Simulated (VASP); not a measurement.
# In2Sb (Fm-3m) in VASP: a series of runs

In2Sb is run at these levels: r2SCAN; tasks: single point, relaxation of cell and atoms.

Everything below comes from runs of VASP 6.6.1. Logs are shortened: lines on timing, memory, paths and dates and some standing lists are left out, and cuts for length are marked.

### 1 The cell of the first run

Symmetry: Fm-3m, No. 225, cubic system. The conventional cell has a = 6.937 Å, b = 6.937 Å, c = 6.937 Å, α = 90.00°, β = 90.00°, γ = 90.00°. In (site symmetry -43m) has 4 Sb at 3.00 Å and 6 In at 3.47 Å within 4.0 Å. Within 4.0 Å of Sb (site symmetry m-3m) lie 8 In at 3.00 Å.

### 2 Single point, r2SCAN

Input file POSCAR:

```
In2Sb
1.0
    0.0000000000      3.4683463825      3.4683463825
    3.4683463825      0.0000000000      3.4683463825
    3.4683463825      3.4683463825      0.0000000000
In Sb
2 1
Direct
    0.2500000000      0.2500000000      0.2500000000
    0.7500000000      0.7500000000      0.7500000000
    0.0000000000      0.0000000000      0.0000000000
```

Input file INCAR.step1:

```
SYSTEM = In2Sb
PREC = Accurate ; ENCUT = 520
ISMEAR = 0 ; SIGMA = 0.1
LREAL = .FALSE. ; LASPH = .TRUE.
NELM = 80 ; NBANDS = 22
GGA = PE ; ALGO = Normal
EDIFF = 1E-4 ; LWAVE = .TRUE.
LCHARG = .FALSE.
```

Input file INCAR.step2:

```
SYSTEM = In2Sb
PREC = Accurate ; ENCUT = 520
EDIFF = 1E-6 ; ISMEAR = 0
SIGMA = 0.1 ; LREAL = .FALSE.
LASPH = .TRUE. ; NELM = 80
ALGO = Normal ; ISIF = 2
LWAVE = .FALSE. ; LCHARG = .TRUE.
METAGGA = R2SCAN ; LMIXTAU = .TRUE.
LELF = .TRUE. ; LVHAR = .TRUE.
NBANDS = 22 ; ISTART = 1
```

Input file KPOINTS:

```
regular mesh
0
G
  4 4 4
  0 0 0
```

Potentials or basis: VASP PAW PBE potentials, release 64 (In_d, Sb).

The run is started by

```
cat potpaw_PBE.64/In_d/POTCAR potpaw_PBE.64/Sb/POTCAR > POTCAR
cp INCAR.step1 INCAR
mpirun -np 1 vasp_std > vasp.out
cp INCAR.step2 INCAR
mpirun -np 1 vasp_std > vasp.out
```

OUTCAR:

```text
SYSTEM = In2Sb
   PREC = Accurate
   ENCUT = 520
   EDIFF = 1E-6
   ISMEAR = 0
   LREAL = .FALSE.
   LASPH = .TRUE.
   NELM = 80
   ISIF = 2
   METAGGA = R2SCAN
   ISTART = 1

 ion  position               nearest neighbor table
   1  0.250  0.250  0.250-   3 3.00   3 3.00   3 3.00   3 3.00   2 3.47   2 3.47   2 3.47   2 3.47
                             2 3.47   2 3.47
   2  0.750  0.750  0.750-   3 3.00   3 3.00   3 3.00   3 3.00   1 3.47   1 3.47   1 3.47   1 3.47
                             1 3.47   1 3.47
   3  0.000  0.000  0.000-   2 3.00   2 3.00   2 3.00   1 3.00   2 3.00   1 3.00   1 3.00   1 3.00

  LATTYP: Found a face centered cubic cell.
 ALAT       =     6.9366927650

  Lattice vectors:

 A1 = (   0.0000000000,   3.4683463825,   3.4683463825)
 A2 = (   3.4683463825,   0.0000000000,   3.4683463825)
 A3 = (   3.4683463825,   3.4683463825,   0.0000000000)

Analysis of symmetry for initial positions (statically):
=====================================================================
 Subroutine PRICEL returns:
 Original cell was already a primitive cell.

 Routine SETGRP: Setting up the symmetry group for a
 face centered cubic supercell.

 Subroutine GETGRP returns: Found 48 space group operations
 (whereof 48 operations were pure point group operations)
 out of a pool of 48 trial point group operations.

The static configuration has the point symmetry O_h .

Analysis of symmetry for dynamics (positions and initial velocities):
=====================================================================
 Subroutine PRICEL returns:
 Original cell was already a primitive cell.

 Routine SETGRP: Setting up the symmetry group for a
 face centered cubic supercell.

 Subroutine GETGRP returns: Found 48 space group operations
 (whereof 48 operations were pure point group operations)
 out of a pool of 48 trial point group operations.

The dynamic configuration has the point symmetry O_h .

 Subroutine INISYM returns: Found 48 space group operations
 (whereof 48 operations are pure point group operations),
 and found     1 'primitive' translations

----------------------------------------------------------------------------------------

                                     Primitive cell

[... 62 lines left out ...]
   ions per type =               2   1
   NGX,Y,Z   is equivalent  to a cutoff of  12.20, 12.20, 12.20 a.u.
   NGXF,Y,Z  is equivalent  to a cutoff of  24.40, 24.40, 24.40 a.u.
 SYSTEM =  In2Sb
   PREC   = accura    normal or accurate (medium, high low for compatibility)
   ISTART =      1    job   : 0-new  1-cont  2-samecut
   ICHARG =      0    charge: 1-file 2-atom 10-const
   ISPIN  =      1    spin polarized calculation?
   LNONCOLLINEAR =      F non collinear calculations
   LSORBIT =      F    spin-orbit coupling
   LASPH  =      T    aspherical Exc in radial PAW
   ENCUT  =  520.0 eV  38.22 Ry    6.18 a.u.   9.12  9.12  9.12*2*pi/ulx,y,z
   NELM   =     80;   NELMIN=  2; NELMDL=  0     # of ELM steps
   EDIFF  = 0.1E-05   stopping-criterion for ELM
   LREAL  =      F    real-space projection
[... 7 lines left out ...]
   TEBEG  =    0.0;   TEEND  =   0.0 temperature during run
   PSTRESS=    0.0 pullay stress
   NELECT =      31.0000    total number of electrons
   NUPDOWN=      -1.0000    fix difference up-down
   EMIN   =  10.00;   EMAX   =-10.00  energy-range for DOS
   EFERMI =   0.00;   METHOD = LEGACY
   ISMEAR =     0;   SIGMA  =   0.10  broadening in eV -4-tet -1-fermi 0-gaus
   EFERMI_NEDOS =   21; number of points for ismear=-14 and -15
   IALGO  =     38    algorithm
   IMIX   =      4    mixing-type and parameters
     AMIX     =   0.40;   BMIX     =  1.00
     AMIX_MAG =   1.60;   BMIX_MAG =  1.00
  volume/ion in A,a.u.               =      27.81       187.70
  Fermi-wavevector in a.u.,A,eV,Ry     =   1.176873  2.223967 18.844478  1.385030
  Thomas-Fermi vector in A             =   2.313229
   LORBIT       =      0    0 simple, 1 ext, 2 COOP (PROOUT), +10 PAW based schemes
   METAGGA = R2SCAN    functional components
   LHFCALC =     F    Hartree Fock is set to
   AEXX    =    0.0000 exact exchange contribution
   IVDW    =     0    specifies the selected vdW correction
   LEPSILON=     F    determine dielectric tensor
   LRPA    =     F    only Hartree local field effects (RPA)
 non-spin polarized calculation
 Gauss-broadening in eV      SIGMA  =   0.10
  energy-cutoff  :      520.00
  volume of cell :       83.44
 maximum number of plane-waves:      2272
   NGX = 19   NGY = 19   NGZ = 19

 number of electron      31.0000015 magnetization

 Free energy of the ion-electron system (eV)
  ---------------------------------------------------
  ext. energy  EPLUGINS =         0.00000000
  ---------------------------------------------------
  free energy    TOTEN  =       -70.22602473 eV

  energy without entropy =      -70.22237224  energy(sigma->0) =      -70.22419849

 E-fermi :   7.9385     XC(G=0): -10.4119

 val. band max:        7.6386665145   @ k =  -0.2500   0.2500   0.0000
 cond. band min:       8.0199111782   @ k =   0.2500   0.0000   0.0000
 fundamental gap:      0.3812446637
 Fermi energy:         7.9384960269

 k-point     1 :       0.0000    0.0000    0.0000
  band No.  band energies     occupation
      1      -8.0544      2.00000
      2      -8.0544      2.00000
      3      -8.0159      2.00000
      4      -8.0159      2.00000
      5      -8.0159      2.00000
      6      -7.7929      2.00000
[... 189 lines left out ...]
     21      13.4771      0.00000
     22      14.5311      0.00000

------------------------ aborting loop because EDIFF is reached ----------------------------------------

  FORCE on cell =-STRESS in cart. coord.  units (eV):
  Direction    XX          YY          ZZ          XY          YZ          ZX
  --------------------------------------------------------------------------------------
  -------------------------------------------------------------------------------------
  Total        4.3256084      4.3256084      4.3256084      0.0000000      0.0000000      0.0000000
  in kB       83.0539693     83.0539693     83.0539693      0.0000000      0.0000000      0.0000000
  external PRESSURE =      83.0539693 kB  Pullay stress =       0.0000000 kB

 VOLUME and BASIS-vectors are now :
 -----------------------------------------------------------------------------
  energy-cutoff  :      520.00
  volume of cell :       83.44
      direct lattice vectors                 reciprocal lattice vectors
     0.000000000  3.468346383  3.468346383    -0.144160918  0.144160918  0.144160918
     3.468346383  0.000000000  3.468346383     0.144160918 -0.144160918  0.144160918
     3.468346383  3.468346383  0.000000000     0.144160918  0.144160918 -0.144160918

 POSITION                                       TOTAL-FORCE (eV/Angst)
 -----------------------------------------------------------------------------------
      1.73417      1.73417      1.73417        -0.000000     -0.000000     -0.000000
      5.20252      5.20252      5.20252        -0.000000      0.000000      0.000000
      0.00000      0.00000      0.00000         0.000000      0.000000      0.000000
 -----------------------------------------------------------------------------------
    total drift:                                0.000000      0.000000      0.000000

  FREE ENERGIE OF THE ION-ELECTRON SYSTEM (eV)
  ---------------------------------------------------
  free  energy   TOTEN  =       -70.2260247308 eV

  energy  without entropy=      -70.2223722410  energy(sigma->0) =      -70.22419849
```

OUTCAR.step1:

```text
SYSTEM = In2Sb
   PREC = Accurate
   ENCUT = 520
   ISMEAR = 0
   LREAL = .FALSE.
   LASPH = .TRUE.
[... 407 lines left out ...]
      1.73417      1.73417      1.73417         0.000000      0.000000      0.000000
      5.20252      5.20252      5.20252        -0.000000     -0.000000     -0.000000
      0.00000      0.00000      0.00000         0.000000      0.000000      0.000000
 -----------------------------------------------------------------------------------
    total drift:                                0.000000      0.000000      0.000000

  FREE ENERGIE OF THE ION-ELECTRON SYSTEM (eV)
  ---------------------------------------------------
  free  energy   TOTEN  =        -8.5595945173 eV

  energy  without entropy=       -8.5556669173  energy(sigma->0) =       -8.55763072
```

Wall time 30 s (1 thread of Intel Xeon 6975P-C (Granite Rapids), shared host); peak memory 0.22 GiB.

Results:

| Quantity | Value |
| --- | --- |
| Free energy | -70.2260 eV |
| Pressure | 8.3 GPa |
| Band gap on the k mesh | zero (an odd number of electrons rules out a gap without spin polarisation) |

Levels at points of the mesh, in eV from the Fermi level:
| k point | band 12 | band 13 | band 14 | band 15 | band 16 | band 17 | band 18 | band 19 | band 20 | band 21 |
| --- | --- | --- | --- | --- | --- | --- | --- | --- | --- | --- |
| (0.00, 0.00, 0.00) | -3.12 | -2.18 | -2.18 | -2.18 | -1.74 | -0.57 | -0.57 | -0.57 | 4.21 | 4.21 |
| (0.50, 0.00, 0.00) | -8.10 | -3.97 | -3.26 | -3.26 | 0.29 | 0.29 | 1.12 | 4.25 | 5.20 | 5.23 |
| (0.50, 0.50, 0.00) | -8.09 | -4.73 | -4.73 | -4.53 | -1.25 | 3.91 | 5.10 | 5.10 | 5.25 | 5.25 |

Caveat: the k points lie up to 0.39 Å⁻¹ apart, too coarse for converged energies and pressures of a metal; the PAW data sets were made with another functional, which shifts forces and pressure a little; spin-orbit coupling is left out, which moves the levels of the heavy elements.

### 3 Single point, r2SCAN

This run uses another cell than the first one, of 33.57 Å³/atom.

Input file POSCAR:

```
In2Sb
1.0
    0.0000000000      3.6926253593      3.6926253593
    3.6926253593      0.0000000000      3.6926253593
    3.6926253593      3.6926253593      0.0000000000
In Sb
2 1
Direct
    0.2500000000      0.2500000000      0.2500000000
    0.7500000000      0.7500000000      0.7500000000
    0.0000000000      0.0000000000      0.0000000000
```

Input file INCAR.step1:

```
ALGO = Normal
EDIFF = 1E-4
ENCUT = 520
GGA = PE
ISMEAR = 0
LASPH = True
LCHARG = False
LREAL = False
LWAVE = True
NBANDS = 22
NELM = 60
PREC = Accurate
SIGMA = 0.1
```

Input file INCAR.step2:

```
ALGO = Normal
EDIFF = 1E-6
ENCUT = 520
ISIF = 2
ISMEAR = 0
ISTART = 1
LASPH = True
LCHARG = False
LMIXTAU = True
LREAL = False
LWAVE = False
METAGGA = R2SCAN
NBANDS = 22
NELM = 60
PREC = Accurate
SIGMA = 0.1
```

Input file KPOINTS:

```
k-points
0
Gamma
  4 4 4
```

Potentials or basis: VASP PAW PBE potentials, release 64 (In_d, Sb).

The run is started by

```
cat potpaw_PBE.64/In_d/POTCAR potpaw_PBE.64/Sb/POTCAR > POTCAR
cp INCAR.step1 INCAR
mpirun -np 1 vasp_std > vasp.out
cp INCAR.step2 INCAR
mpirun -np 1 vasp_std > vasp.out
```

It took 37 s on 1 thread of Intel Xeon 6975P-C (Granite Rapids), shared host; peak memory 0.25 GiB.

The run converged. Its results:

| Item | Value |
| --- | --- |
| Free energy | -70.5826 eV |
| Pressure | -0.1 GPa |
| Band gap on the k mesh | zero (an odd number of electrons rules out a gap without spin polarisation) |

Levels at points of the mesh, in eV from the Fermi level:
```csv
k point,band 14,band 15,band 16,band 17,band 18,band 19
"(0.00, 0.00, 0.00)",-1.52,-1.52,-1.52,0.19,0.19,0.19
"(0.50, 0.00, 0.00)",-2.36,-2.36,0.94,0.94,1.03,4.06
"(0.50, 0.50, 0.00)",-3.49,-3.49,-0.50,3.09,4.87,4.87
```

Caveat: the k points lie up to 0.37 Å⁻¹ apart, too coarse for converged energies and pressures of a metal; the PAW data sets were made with another functional, which shifts forces and pressure a little; spin-orbit coupling is left out, which moves the levels of the heavy elements.

(Part 1 of 2 ends here.)
